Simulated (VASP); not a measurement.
# Cl2 in VASP: further runs

The runs below take Cl2 through single point, relaxation of the atoms, with PBE.

Program: VASP 6.6.1. These are calculated values, not measurements. Logs are shortened: lines on timing, memory, paths and dates and some standing lists are left out, and cuts for length are marked.

## Step 1: The cell of the first run

The cell holds a molecule in a box, 2 atoms: a = 15.000 Å, b = 15.500 Å, c = 16.000 Å, α = 90.00°, β = 90.00°, γ = 90.00°.

## Step 2: Single point, PBE

Input file INCAR:

```
  PREC = Accurate
  ENCUT = 520
  EDIFF = 1E-6
  ISMEAR = 0
  SIGMA = 0.005
  LREAL = F
  LASPH = T
  NELM = 100
  ALGO = Normal
  ISIF = 2
  LWAVE = F
  LCHARG = F
  GGA = PE
  ISYM = 0
  NBANDS = 14
```

Input file KPOINTS:

```
regular mesh
0
Gamma
  1 1 1
```

Input file POSCAR:

```
Cl
1.0
   15.0000000000      0.0000000000      0.0000000000
    0.0000000000     15.5000000000      0.0000000000
    0.0000000000      0.0000000000     16.0000000000
Cl
2
Direct
    0.4431563483      0.4990126787      0.4671544026
    0.5568436517      0.5009873213      0.5328455974
```

Potentials or basis: VASP PAW PBE potentials, release 64 (Cl).

Run with:

```console
cat potpaw_PBE.64/Cl/POTCAR > POTCAR
mpirun -np 1 vasp_gam > vasp.out
```

OUTCAR:

```text
PREC = Accurate
   ENCUT = 520
   EDIFF = 1E-6
   ISMEAR = 0
   LREAL = F
   LASPH = T
   NELM = 100
   ISIF = 2
   GGA = PE
   ISYM = 0

 ion  position               nearest neighbor table
   1  0.443  0.499  0.467-   2 2.00
   2  0.557  0.501  0.533-   1 2.00

IMPORTANT INFORMATION: All symmetrisations will be switched off!
NOSYMM: (Re-)initialisation of all symmetry stuff for point group C_1.

----------------------------------------------------------------------------------------

                                     Primitive cell

  volume of cell :    3720.0000

  direct lattice vectors                    reciprocal lattice vectors
    15.000000000  0.000000000  0.000000000     0.066666667  0.000000000  0.000000000
     0.000000000 15.500000000  0.000000000     0.000000000  0.064516129  0.000000000
     0.000000000  0.000000000 16.000000000     0.000000000  0.000000000  0.062500000

  length of vectors
    15.000000000 15.500000000 16.000000000     0.066666667  0.064516129  0.062500000

  position of ions in fractional coordinates (direct lattice)
     0.443156348  0.499012679  0.467154403
     0.556843652  0.500987321  0.532845597

  ion indices of the primitive-cell ions
   primitive index   ion index
                 1           1
                 2           2

----------------------------------------------------------------------------------------

 KPOINTS: regular mesh

Automatic generation of k-mesh.
 Grid dimensions read from file:
 generate k-points for:    1    1    1

 Generating k-lattice:

  Cartesian coordinates                     Fractional coordinates (reciprocal lattice)
     0.066666667  0.000000000  0.000000000     1.000000000  0.000000000  0.000000000
     0.000000000  0.064516129  0.000000000     0.000000000  1.000000000  0.000000000
     0.000000000  0.000000000  0.062500000     0.000000000  0.000000000  1.000000000

  Length of vectors
     0.066666667  0.064516129  0.062500000

  Shift w.r.t. Gamma in fractional coordinates (k-lattice)
     0.000000000  0.000000000  0.000000000

 Subroutine IBZKPT returns following result:
 ===========================================

 Found      1 irreducible k-points:

 Following reciprocal coordinates:
            Coordinates               Weight
  0.000000  0.000000  0.000000      1.000000
   k-points           NKPTS =      1   k-points in BZ     NKDIM =      1   number of bands    NBANDS=     14
   number of dos      NEDOS =    301   number of ions     NIONS =      2
   total plane-waves  NPLWV = ******
   dimension x,y,z NGX =   112 NGY =  120 NGZ =  120
   dimension x,y,z NGXF=   224 NGYF=  240 NGZF=  240
   ions per type =               2
   NGX,Y,Z   is equivalent  to a cutoff of  12.41, 12.87, 12.47 a.u.
   NGXF,Y,Z  is equivalent  to a cutoff of  24.83, 25.74, 24.94 a.u.
 SYSTEM =  unknown system
   PREC   = accura    normal or accurate (medium, high low for compatibility)
   ISTART =      0    job   : 0-new  1-cont  2-samecut
   ICHARG =      2    charge: 1-file 2-atom 10-const
   ISPIN  =      1    spin polarized calculation?
   LNONCOLLINEAR =      F non collinear calculations
   LSORBIT =      F    spin-orbit coupling
   LASPH  =      T    aspherical Exc in radial PAW
   ENCUT  =  520.0 eV  38.22 Ry    6.18 a.u.  27.89 28.82 29.75*2*pi/ulx,y,z
   NELM   =    100;   NELMIN=  2; NELMDL= -5     # of ELM steps
   EDIFF  = 0.1E-05   stopping-criterion for ELM
   LREAL  =      F    real-space projection
   EDIFFG = 0.1E-04   stopping-criterion for IOM
   NSW    =      0    number of steps for IOM
   IBRION =     -1    ionic relax: 0-MD 1-quasi-New 2-CG
   NFREE  =      0    steps in history (QN), initial steepest desc. (CG)
   ISIF   =      2    stress and relaxation
   ISYM   =      0    0-nonsym 1-usesym 2-fastsym
   POTIM  = 0.5000    time-step for ionic-motion
   TEBEG  =    0.0;   TEEND  =   0.0 temperature during run
   PSTRESS=    0.0 pullay stress
   NELECT =      14.0000    total number of electrons
   NUPDOWN=      -1.0000    fix difference up-down
   EMIN   =  10.00;   EMAX   =-10.00  energy-range for DOS
   EFERMI =   0.00;   METHOD = LEGACY
   ISMEAR =     0;   SIGMA  =   0.01  broadening in eV -4-tet -1-fermi 0-gaus
   EFERMI_NEDOS =   21; number of points for ismear=-14 and -15
   IALGO  =     38    algorithm
   IMIX   =      4    mixing-type and parameters
     AMIX     =   0.40;   BMIX     =  1.00
     AMIX_MAG =   1.60;   BMIX_MAG =  1.00
  volume/ion in A,a.u.               =    1860.00     12551.90
  Fermi-wavevector in a.u.,A,eV,Ry     =   0.254646  0.481211  0.882263  0.064844
  Thomas-Fermi vector in A             =   1.076024
   LORBIT       =      0    0 simple, 1 ext, 2 COOP (PROOUT), +10 PAW based schemes
   GGA     = PE    functional components
   LHFCALC =     F    Hartree Fock is set to
   AEXX    =    0.0000 exact exchange contribution
   IVDW    =     0    specifies the selected vdW correction
   LEPSILON=     F    determine dielectric tensor
   LRPA    =     F    only Hartree local field effects (RPA)
 non-spin polarized calculation
 Gauss-broadening in eV      SIGMA  =   0.01
  energy-cutoff  :      520.00
  volume of cell :     3720.00
 maximum number of plane-waves:     50071
 NGX is ok and might be reduce to   112
   NGX = 55   NGY = 57   NGZ = 59

 number of electron      13.9999999 magnetization

 Free energy of the ion-electron system (eV)
  ---------------------------------------------------
  ext. energy  EPLUGINS =         0.00000000
  ---------------------------------------------------
  free energy    TOTEN  =        -3.59711574 eV

  energy without entropy =       -3.59711574  energy(sigma->0) =       -3.59711574

 E-fermi :  -7.1956     XC(G=0):  -0.2798

 val. band max:       -7.2250482823   @ k =   0.0000   0.0000   0.0000
 cond. band min:      -4.2255324009   @ k =   0.0000   0.0000   0.0000
 fundamental gap:      2.9995158814
 Fermi energy:        -7.1955531826

 k-point     1 :       0.0000    0.0000    0.0000
  band No.  band energies     occupation
      1     -23.3790      2.00000
      2     -19.2232      2.00000
      3     -11.8555      2.00000
      4      -9.8364      2.00000
      5      -9.8363      2.00000
      6      -7.2251      2.00000
      7      -7.2250      2.00000
      8      -4.2255      0.00000
      9      -0.3493      0.00000
     10       0.2866      0.00000
     11       0.4455      0.00000
     12       0.4985      0.00000
     13       0.5166      0.00000
     14       0.6261      0.00000

------------------------ aborting loop because EDIFF is reached ----------------------------------------

  FORCE on cell =-STRESS in cart. coord.  units (eV):
  Direction    XX          YY          ZZ          XY          YZ          ZX
  --------------------------------------------------------------------------------------
  -------------------------------------------------------------------------------------
  Total       -0.2823704     -0.0227549     -0.1209128     -0.0046861     -0.0028820     -0.1602845
  in kB       -0.1216149     -0.0098004     -0.0520763     -0.0020183     -0.0012413     -0.0690334
  external PRESSURE =      -0.0611639 kB  Pullay stress =       0.0000000 kB

 VOLUME and BASIS-vectors are now :
 -----------------------------------------------------------------------------
  energy-cutoff  :      520.00
  volume of cell :     3720.00
      direct lattice vectors                 reciprocal lattice vectors
    15.000000000  0.000000000  0.000000000     0.066666667  0.000000000  0.000000000
     0.000000000 15.500000000  0.000000000     0.000000000  0.064516129  0.000000000
     0.000000000  0.000000000 16.000000000     0.000000000  0.000000000  0.062500000

 POSITION                                       TOTAL-FORCE (eV/Angst)
 -----------------------------------------------------------------------------------
      6.64735      7.73470      7.47447         0.152100      0.002730      0.093825
      8.35265      7.76530      8.52553        -0.152100     -0.002730     -0.093825
 -----------------------------------------------------------------------------------
    total drift:                                0.000000     -0.000001      0.000000

  FREE ENERGIE OF THE ION-ELECTRON SYSTEM (eV)
  ---------------------------------------------------
  free  energy   TOTEN  =        -3.5971157369 eV

  energy  without entropy=       -3.5971157369  energy(sigma->0) =       -3.59711574
```

It took 6.6 min on 1 thread of Intel Xeon 8259CL, shared host; peak memory 2 GiB.

Results:

```
Free energy                     : -3.5971 eV
Largest force                   : 0.179 eV/Å
Gap between the frontier levels : 3.00 eV
```

Forces in eV/Å, atoms in the order of the input:
```
Cl   0.152  0.003  0.094
Cl  -0.152 -0.003 -0.094
```

## Step 3: Relaxation of the atoms, PBE

Input file INCAR:

```
PREC = Accurate
ENCUT = 520
EDIFF = 1E-7
ISMEAR = 0
SIGMA = 0.005
LREAL = F
LASPH = T
NELM = 80
ALGO = Normal
ISIF = 2
LWAVE = F
LCHARG = F
GGA = PE
IBRION = 2
NSW = 100
EDIFFG = -0.01
ISYM = 0
```

Input file KPOINTS:

```
Automatic mesh
0
Gamma
  1 1 1
```

Input file POSCAR:

```
Cl
1.0
   15.0000000000      0.0000000000      0.0000000000
    0.0000000000     15.5000000000      0.0000000000
    0.0000000000      0.0000000000     16.0000000000
Cl
2
Direct
    0.4451315427      0.4990469909      0.4682958543
    0.5548684573      0.5009530091      0.5317041457
```

Potentials or basis: VASP PAW PBE potentials, release 64 (Cl).

Run with:

```console
cat potpaw_PBE.64/Cl/POTCAR > POTCAR
mpirun -np 1 vasp_gam > vasp.out
```

Wall time 22 min (1 thread of Intel Xeon 8259CL, shared host); peak memory 2.1 GiB.

Results (log left out):

- Free energy: -3.5980 eV
- Energy gained by relaxing: 18.5 meV/atom
- Ionic steps: 3
- Gap between the frontier levels: 3.06 eV

Step by step:
| step | energy change (eV) | largest force (eV/Å) | pressure (GPa) |
| --- | --- | --- | --- |
| 1 | 0.0000 | 1.2996 | 0.04 |
| 2 | -0.0006 | 1.0565 | -0.03 |
| 3 | -0.0371 | 0.0001 | 0.00 |

Final structure:
```
CELL_PARAMETERS angstrom
15.00000 0.00000 0.00000
0.00000 15.50000 0.00000
0.00000 0.00000 16.00000
ATOMIC_POSITIONS crystal
Cl 0.44343 0.49902 0.46731
Cl 0.55657 0.50098 0.53269
```

Levels at points of the mesh, in eV from the valence-band top:
```
           k point  band 4  band 5  band 6  band 7  band 8  band 9  band 10  band 11
(0.00, 0.00, 0.00)   -2.66   -2.66    0.00    0.00    3.06    6.86     7.50     7.66
```
